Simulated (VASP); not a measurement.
# MgO2 (R-3m) in VASP: further runs

The runs below take MgO2 through single point, with PBEsol.

Program: VASP 6.6.1. These are calculated values, not measurements. Logs are shortened: lines on timing, memory, paths and dates and some standing lists are left out, and cuts for length are marked.

**1. The cell of the first run**

It takes space group R-3m (No. 166, trigonal). The conventional cell has a = 3.210 Å, b = 3.210 Å, c = 10.482 Å, α = 90.00°, β = 90.00°, γ = 120.00°. Mg (site symmetry -3m) has 6 O at 2.16 Å within 2.9 Å. O (site symmetry 3m) has 1 O at 1.29 Å within 1.7 Å.

**2. Single point, PBEsol (mode 9 (885.4 1/cm) frozen in, largest displacement +0.100 Å)**

Contents of INCAR:

```
SYSTEM = MgO2
PREC = Accurate ; ENCUT = 520
EDIFF = 1E-7 ; ISMEAR = 0
SIGMA = 0.05 ; LREAL = .False.
LASPH = .True. ; NELM = 60
ALGO = Normal ; ISIF = 2
LWAVE = .False. ; LCHARG = .True.
GGA = PS ; LELF = .True.
LVHAR = .True. ; NBANDS = 14
```

Contents of KPOINTS:

```
regular mesh
0
Gamma
  12 12 12
  0 0 0
```

Contents of POSCAR:

```
MgO2
1.0
    1.6047610160      0.9265092046      3.4939788749
   -1.6047610160      0.9265092046      3.4939788749
    0.0000000000     -1.8530184092      3.4939788749
Mg O
1 2
Direct
    0.0000000000      0.0000000000      0.0000000000
    0.4383262218      0.4383262218      0.4383262218
    0.5616737782      0.5616737782      0.5616737782
```

Potentials or basis: VASP PAW PBE potentials, release 64 (Mg, O).

The run is started by

```sh
$ cat potpaw_PBE.64/Mg/POTCAR potpaw_PBE.64/O/POTCAR > POTCAR
$ mpirun -np 1 vasp_std > vasp.out
```

OUTCAR:

```text
SYSTEM = MgO2
   PREC = Accurate
   ENCUT = 520
   EDIFF = 1E-7
   ISMEAR = 0
   LREAL = .False.
   LASPH = .True.
   NELM = 60
   ISIF = 2
   GGA = PS

 ion  position               nearest neighbor table
   1  0.000  0.000  0.000-   3 2.16   3 2.16   2 2.16   2 2.16   3 2.16   2 2.16
   2  0.438  0.438  0.438-   3 1.29   1 2.16   1 2.16   1 2.16
   3  0.562  0.562  0.562-   2 1.29   1 2.16   1 2.16   1 2.16

  LATTYP: Found a trigonal (rhomboedric) cell.
 ALAT       =     3.9549419216
 COS(alpha) =     0.6707160928

  Lattice vectors:

 A1 = (   1.6047610160,   0.9265092046,   3.4939788749)
 A2 = (  -1.6047610160,   0.9265092046,   3.4939788749)
 A3 = (   0.0000000000,  -1.8530184092,   3.4939788749)

Analysis of symmetry for initial positions (statically):
=====================================================================
 Subroutine PRICEL returns:
 Original cell was already a primitive cell.

 Routine SETGRP: Setting up the symmetry group for a
 trigonal (rhombohedral) supercell.

 Subroutine GETGRP returns: Found 12 space group operations
 (whereof 12 operations were pure point group operations)
 out of a pool of 12 trial point group operations.

The static configuration has the point symmetry D_3d.

Analysis of symmetry for dynamics (positions and initial velocities):
=====================================================================
 Subroutine PRICEL returns:
 Original cell was already a primitive cell.

 Routine SETGRP: Setting up the symmetry group for a
 trigonal (rhombohedral) supercell.

 Subroutine GETGRP returns: Found 12 space group operations
 (whereof 12 operations were pure point group operations)
 out of a pool of 12 trial point group operations.

The dynamic configuration has the point symmetry D_3d.

 Subroutine INISYM returns: Found 12 space group operations
 (whereof 12 operations are pure point group operations),
 and found     1 'primitive' translations

----------------------------------------------------------------------------------------

                                     Primitive cell

  volume of cell :      31.1696

  direct lattice vectors                    reciprocal lattice vectors
     1.604761016  0.926509205  3.493978875     0.311572873  0.179886682  0.095402218
    -1.604761016  0.926509205  3.493978875    -0.311572873  0.179886682  0.095402218
     0.000000000 -1.853018409  3.493978875     0.000000000 -0.359773364  0.095402218

  length of vectors
     3.954941922  3.954941922  3.954941922     0.372207545  0.372207545  0.372207545

  position of ions in fractional coordinates (direct lattice)
     0.000000000  0.000000000  0.000000000
     0.438326222  0.438326222  0.438326222
     0.561673778  0.561673778  0.561673778

  ion indices of the primitive-cell ions
   primitive index   ion index
                 1           1
                 2           2
                 3           3

----------------------------------------------------------------------------------------

 KPOINTS: regular mesh

Automatic generation of k-mesh.
 Grid dimensions read from file:
 generate k-points for:   12   12   12

 Generating k-lattice:

  Cartesian coordinates                     Fractional coordinates (reciprocal lattice)
     0.025964406  0.014990557  0.007950185     0.083333333 -0.000000000  0.000000000
    -0.025964406  0.014990557  0.007950185    -0.000000000  0.083333333  0.000000000
     0.000000000 -0.029981114  0.007950185     0.000000000  0.000000000  0.083333333

  Length of vectors
     0.031017295  0.031017295  0.031017295

  Shift w.r.t. Gamma in fractional coordinates (k-lattice)
     0.000000000  0.000000000  0.000000000

 Subroutine IBZKPT returns following result:
 ===========================================

 Found    189 irreducible k-points:

 Following reciprocal coordinates:
            Coordinates               Weight
  0.000000  0.000000  0.000000      1.000000
  0.083333 -0.000000 -0.000000      6.000000
  0.166667 -0.000000  0.000000      6.000000
  0.250000 -0.000000  0.000000      6.000000
  0.333333 -0.000000  0.000000      6.000000
  0.416667 -0.000000  0.000000      6.000000
[... 16 lines left out ...]
  0.500000  0.166667  0.000000     12.000000
 -0.416667  0.166667  0.000000     12.000000
 [... further k-points ...]
   k-points           NKPTS =    189   k-points in BZ     NKDIM =    189   number of bands    NBANDS=     14
   number of dos      NEDOS =    301   number of ions     NIONS =      3
   total plane-waves  NPLWV =  27000
   dimension x,y,z NGX =    30 NGY =   30 NGZ =   30
   dimension x,y,z NGXF=    60 NGYF=   60 NGZF=   60
   ions per type =               1   2
   NGX,Y,Z   is equivalent  to a cutoff of  12.61, 12.61, 12.61 a.u.
   NGXF,Y,Z  is equivalent  to a cutoff of  25.22, 25.22, 25.22 a.u.
 SYSTEM =  MgO2
   PREC   = accura    normal or accurate (medium, high low for compatibility)
   ISTART =      0    job   : 0-new  1-cont  2-samecut
   ICHARG =      2    charge: 1-file 2-atom 10-const
   ISPIN  =      1    spin polarized calculation?
   LNONCOLLINEAR =      F non collinear calculations
   LSORBIT =      F    spin-orbit coupling
   LASPH  =      T    aspherical Exc in radial PAW
   ENCUT  =  520.0 eV  38.22 Ry    6.18 a.u.   7.35  7.35  7.35*2*pi/ulx,y,z
   NELM   =     60;   NELMIN=  2; NELMDL= -5     # of ELM steps
   EDIFF  = 0.1E-06   stopping-criterion for ELM
   LREAL  =      F    real-space projection
   EDIFFG = 0.1E-05   stopping-criterion for IOM
   NSW    =      0    number of steps for IOM
   IBRION =     -1    ionic relax: 0-MD 1-quasi-New 2-CG
   NFREE  =      0    steps in history (QN), initial steepest desc. (CG)
   ISIF   =      2    stress and relaxation
   ISYM   =      2    0-nonsym 1-usesym 2-fastsym
   POTIM  = 0.5000    time-step for ionic-motion
   TEBEG  =    0.0;   TEEND  =   0.0 temperature during run
   PSTRESS=    0.0 pullay stress
   NELECT =      14.0000    total number of electrons
   NUPDOWN=      -1.0000    fix difference up-down
   EMIN   =  10.00;   EMAX   =-10.00  energy-range for DOS
   EFERMI =   0.00;   METHOD = LEGACY
   ISMEAR =     0;   SIGMA  =   0.05  broadening in eV -4-tet -1-fermi 0-gaus
   EFERMI_NEDOS =   21; number of points for ismear=-14 and -15
   IALGO  =     38    algorithm
   IMIX   =      4    mixing-type and parameters
     AMIX     =   0.40;   BMIX     =  1.00
     AMIX_MAG =   1.60;   BMIX_MAG =  1.00
  volume/ion in A,a.u.               =      10.39        70.11
  Fermi-wavevector in a.u.,A,eV,Ry     =   1.253739  2.369222 21.386457  1.571860
  Thomas-Fermi vector in A             =   2.387577
   LORBIT       =      0    0 simple, 1 ext, 2 COOP (PROOUT), +10 PAW based schemes
   GGA     = PS    functional components
   LHFCALC =     F    Hartree Fock is set to
   AEXX    =    0.0000 exact exchange contribution
   IVDW    =     0    specifies the selected vdW correction
   LEPSILON=     F    determine dielectric tensor
   LRPA    =     F    only Hartree local field effects (RPA)
 non-spin polarized calculation
 Gauss-broadening in eV      SIGMA  =   0.05
  energy-cutoff  :      520.00
  volume of cell :       31.17
 maximum number of plane-waves:       852
 NGX is ok and might be reduce to    30
   NGX = 15   NGY = 15   NGZ = 15

 number of electron      14.0000001 magnetization

 Free energy of the ion-electron system (eV)
  ---------------------------------------------------
  ext. energy  EPLUGINS =         0.00000000
  ---------------------------------------------------
  free energy    TOTEN  =       -16.51988299 eV

  energy without entropy =      -16.51988299  energy(sigma->0) =      -16.51988299

 E-fermi :   4.0402     XC(G=0): -10.3696

 val. band max:        3.7235373899   @ k =   0.5000   0.5000   0.5000
 cond. band min:       6.6893974150   @ k =   0.3333   0.3333   0.3333
 fundamental gap:      2.9658600251
 Fermi energy:         4.0401925132

 k-point     1 :       0.0000    0.0000    0.0000
  band No.  band energies     occupation
      1     -20.9696      2.00000
      2     -10.6449      2.00000
      3      -5.7429      2.00000
      4      -1.7683      2.00000
      5      -1.7683      2.00000
      6       3.0628      2.00000
      7       3.0628      2.00000
      8       7.1057      0.00000
      9      11.3703      0.00000
     10      14.5960      0.00000
     11      15.4457      0.00000
     12      17.1335      0.00000
     13      17.1335      0.00000
     14      19.0704      0.00000

 k-point     2 :       0.0833   -0.0000   -0.0000
  band No.  band energies     occupation
      1     -20.9501      2.00000
      2     -10.6609      2.00000
      3      -5.6861      2.00000
      4      -1.9155      2.00000
      5      -1.7924      2.00000
      6       2.9893      2.00000
      7       3.0293      2.00000
      8       7.3256      0.00000
      9      11.3824      0.00000
     10      14.3814      0.00000
     11      15.8193      0.00000
     12      16.3783      0.00000
     13      17.3289      0.00000
     14      18.7589      0.00000

 k-point     3 :       0.1667   -0.0000    0.0000
  band No.  band energies     occupation
      1     -20.8966      2.00000
      2     -10.7031      2.00000
      3      -5.5277      2.00000
      4      -2.3031      2.00000
      5      -1.8573      2.00000
      6       2.8101      2.00000
      7       2.9393      2.00000
      8       7.9097      0.00000
      9      11.3446      0.00000
     10      14.1928      0.00000
     11      15.1331      0.00000
     12      16.4906      0.00000
     13      17.8848      0.00000
     14      18.0432      0.00000
[... 324 lines left out ...]
 k-point    23 :       0.5000    0.1667    0.0000
  band No.  band energies     occupation
      1     -20.6593      2.00000
      2     -10.9544      2.00000
      3      -4.3572      2.00000
      4      -3.8253      2.00000
      5      -2.3985      2.00000
      6       2.1756      2.00000
      7       2.6535      2.00000
      8       9.5389      0.00000
      9      11.7625      0.00000
     10      12.3801      0.00000
     11      14.5043      0.00000
     12      16.8092      0.00000
     13      17.4493      0.00000
     14      19.8676      0.00000

 k-point    24 :      -0.4167    0.1667    0.0000
  band No.  band energies     occupation
      1     -20.6491      2.00000
      2     -10.8961      2.00000
      3      -4.5059      2.00000
      4      -3.7794      2.00000
      5      -2.4435      2.00000
      6       2.2423      2.00000
      7       2.4380      2.00000
      8       9.8560      0.00000
      9      11.2863      0.00000
     10      12.8274      0.00000
     11      14.8551      0.00000
     12      16.6519      0.00000
     13      17.4114      0.00000
     14      19.5133      0.00000

 [... further k-points ...]
[... 5 lines left out ...]
  --------------------------------------------------------------------------------------
  -------------------------------------------------------------------------------------
  Total       -1.9524880     -1.9524880      8.5617157      0.0000000      0.0000000      0.0000000
  in kB     -100.3615425   -100.3615425    440.0882310      0.0000000      0.0000000      0.0000000
  external PRESSURE =      79.7883820 kB  Pullay stress =       0.0000000 kB

 VOLUME and BASIS-vectors are now :
 -----------------------------------------------------------------------------
  energy-cutoff  :      520.00
  volume of cell :       31.17
      direct lattice vectors                 reciprocal lattice vectors
     1.604761016  0.926509205  3.493978875     0.311572873  0.179886682  0.095402218
    -1.604761016  0.926509205  3.493978875    -0.311572873  0.179886682  0.095402218
     0.000000000 -1.853018409  3.493978875     0.000000000 -0.359773364  0.095402218

 POSITION                                       TOTAL-FORCE (eV/Angst)
 -----------------------------------------------------------------------------------
      0.00000      0.00000      0.00000        -0.000000     -0.000000      0.000000
      0.00000      0.00000      4.59451         0.000000     -0.000000     -8.483602
      0.00000      0.00000      5.88743         0.000000      0.000000      8.483602
 -----------------------------------------------------------------------------------
    total drift:                               -0.000000     -0.000000      0.000000

  FREE ENERGIE OF THE ION-ELECTRON SYSTEM (eV)
  ---------------------------------------------------
  free  energy   TOTEN  =       -16.5198829943 eV

  energy  without entropy=      -16.5198829943  energy(sigma->0) =      -16.51988299
```

Run time: 86 s. Hardware: 1 thread of Intel Xeon 6975P-C, shared host; peak memory 0.23 GiB.

Results:

```yaml
Free_energy: -16.5199 eV
Pressure: 8.0 GPa
Largest_force: 8.484 eV/Å
Band_gap_on_the_k_mesh: 2.97 eV, indirect (least direct gap 3.10 eV)
```

Forces on the atoms (eV/Å):
```
Mg   0.000  0.000  0.000
O    0.000  0.000 -8.484
O    0.000  0.000  8.484
```

Levels at points of the mesh, in eV from the valence-band top:
```
           k point  band 4  band 5  band 6  band 7  band 8  band 9  band 10  band 11
(0.00, 0.00, 0.00)   -5.49   -5.49   -0.66   -0.66    3.38    7.65    10.87    11.72
(0.50, 0.00, 0.00)   -7.83   -5.83   -1.36   -1.13    6.09    7.15     8.85    11.88
(0.50, 0.50, 0.00)   -7.36   -6.23   -2.40   -0.18    5.29    6.41     9.97    10.48
(0.50, 0.50, 0.50)   -5.80   -5.80    0.00    0.00    3.29    3.57     9.63    12.85
```

Caveat: the cell differs from its parent crystal (mode 9 (885.4 1/cm) frozen in, largest displacement +0.100 Å); the PAW data sets were made with another functional, which shifts forces and pressure a little.

**3. Single point, PBEsol (mode 9 (885.4 1/cm) frozen in, largest displacement -0.050 Å)**

Contents of INCAR:

```
PREC     = Accurate       # precision mode
ENCUT    = 520            # plane-wave cutoff, eV
EDIFF    = 1E-7           # SCF threshold, eV
ISMEAR   = 0              # smearing method
SIGMA    = 0.05           # smearing width, eV
LREAL    = F              # projectors in reciprocal space
LASPH    = T              # aspherical terms in the spheres
NELM     = 60             # most SCF steps
ALGO     = Normal         # electronic algorithm
ISIF     = 2              # what is computed and relaxed
LWAVE    = F              # write WAVECAR
LCHARG   = F              # write CHGCAR
GGA      = PS             # functional
NBANDS   = 14             # bands
```

Contents of KPOINTS:

```
Automatic mesh
0
Gamma
  12 12 12
```

Contents of POSCAR:

```
MgO2
1.0
    1.6047610160      0.9265092046      3.4939788749
   -1.6047610160      0.9265092046      3.4939788749
    0.0000000000     -1.8530184092      3.4939788749
Mg O
1 2
Direct
    0.0000000000      0.0000000000      0.0000000000
    0.4240158891      0.4240158891      0.4240158891
    0.5759841109      0.5759841109      0.5759841109
```

Potentials or basis: VASP PAW PBE potentials, release 64 (Mg, O).

The run is started by

```sh
$ cat potpaw_PBE.64/Mg/POTCAR potpaw_PBE.64/O/POTCAR > POTCAR
$ mpirun -np 1 vasp_std > vasp.out
```

Run time: 76 s. Hardware: 1 thread of Intel Xeon 6975P-C, shared host; peak memory 0.23 GiB.

The run converged. Its results:

| Item | Value |
| --- | --- |
| Free energy | -17.0928 eV |
| Pressure | -6.2 GPa |
| Largest force | 1.975 eV/Å |
| Band gap on the k mesh | 1.51 eV, direct |

Forces on the atoms (eV/Å):
```
Mg   0.000  0.000  0.000
O    0.000  0.000  1.975
O    0.000  0.000 -1.975
```

Stress tensor (GPa, compression positive):
```
 -1.26   0.00   0.00
  0.00  -1.26   0.00
  0.00   0.00 -16.13
```

Levels at points of the mesh, in eV from the valence-band top:
| k point | band 4 | band 5 | band 6 | band 7 | band 8 | band 9 | band 10 | band 11 |
| --- | --- | --- | --- | --- | --- | --- | --- | --- |
| (0.00, 0.00, 0.00) | -2.59 | -2.59 | -0.92 | -0.92 | 3.73 | 4.90 | 12.24 | 15.12 |
| (0.50, 0.00, 0.00) | -5.50 | -2.91 | -1.38 | -1.02 | 3.18 | 9.02 | 10.71 | 12.63 |
| (0.50, 0.50, 0.00) | -4.72 | -3.77 | -2.07 | -0.10 | 2.60 | 8.20 | 11.19 | 13.06 |
| (0.50, 0.50, 0.50) | -3.25 | -3.25 | 0.00 | 0.00 | 1.51 | 5.44 | 9.64 | 14.51 |

Caveat: the cell differs from its parent crystal (mode 9 (885.4 1/cm) frozen in, largest displacement -0.050 Å); the PAW data sets were made with another functional, which shifts forces and pressure a little. A k mesh can miss the band edges.

**4. Single point, PBEsol (mode 9 (885.4 1/cm) frozen in, largest displacement +0.175 Å)**

Contents of INCAR:

```
SYSTEM = MgO2
PREC = Accurate
ENCUT = 520
EDIFF = 1E-6
ISMEAR = 0
SIGMA = 0.05
LREAL = .False.
LASPH = .True.
NELM = 100
ALGO = Normal
ISIF = 2
LWAVE = .False.
LCHARG = .True.
GGA = PS
LELF = .True.
LVHAR = .True.
NBANDS = 14
```

Contents of KPOINTS:

```
Automatic mesh
0
Gamma
  12 12 12
  0 0 0
```

Contents of POSCAR:

```
MgO2
1.0
    1.6047610160      0.9265092046      3.4939788749
   -1.6047610160      0.9265092046      3.4939788749
    0.0000000000     -1.8530184092      3.4939788749
Mg O
1 2
Direct
    0.0000000000      0.0000000000      0.0000000000
    0.4454813881      0.4454813881      0.4454813881
    0.5545186119      0.5545186119      0.5545186119
```

The run is started by

```sh
$ cat potpaw_PBE.64/Mg/POTCAR potpaw_PBE.64/O/POTCAR > POTCAR
$ mpirun -np 1 vasp_std > vasp.out
```

Run time: 66 s. Hardware: 1 thread of Intel Xeon 6975P-C, shared host; peak memory 0.23 GiB.

Results (log left out):

* Free energy: -14.1759 eV
* Pressure: 36.5 GPa
* Largest force: 25.102 eV/Å
* Band gap on the k mesh: 2.11 eV, indirect (least direct gap 2.26 eV)

Forces on the atoms (eV/Å):
```
Mg    0.000   0.000   0.000
O     0.000   0.000 -25.102
O     0.000   0.000  25.102
```

Stress tensor (GPa, compression positive):
```
-12.46   0.00   0.00
  0.00 -12.46   0.00
  0.00   0.00 134.42
```

Levels at points of the mesh, in eV from the valence-band top:
| k point | band 5 | band 6 | band 7 | band 8 | band 9 | band 10 |
| --- | --- | --- | --- | --- | --- | --- |
| (0.00, 0.00, 0.00) | -8.02 | -0.60 | -0.60 | 2.29 | 8.41 | 8.69 |
| (0.50, 0.00, 0.00) | -8.33 | -1.60 | -1.11 | 5.03 | 5.81 | 9.39 |
| (0.50, 0.50, 0.00) | -8.57 | -2.67 | -0.21 | 5.11 | 5.16 | 9.05 |
| (0.50, 0.50, 0.50) | -8.21 | 0.00 | 0.00 | 2.44 | 2.82 | 11.29 |

Caveat: the cell differs from its parent crystal (mode 9 (885.4 1/cm) frozen in, largest displacement +0.175 Å); the standard files for N, O and F lose accuracy on very short bonds; the PAW data sets were made with another functional, which shifts forces and pressure a little.
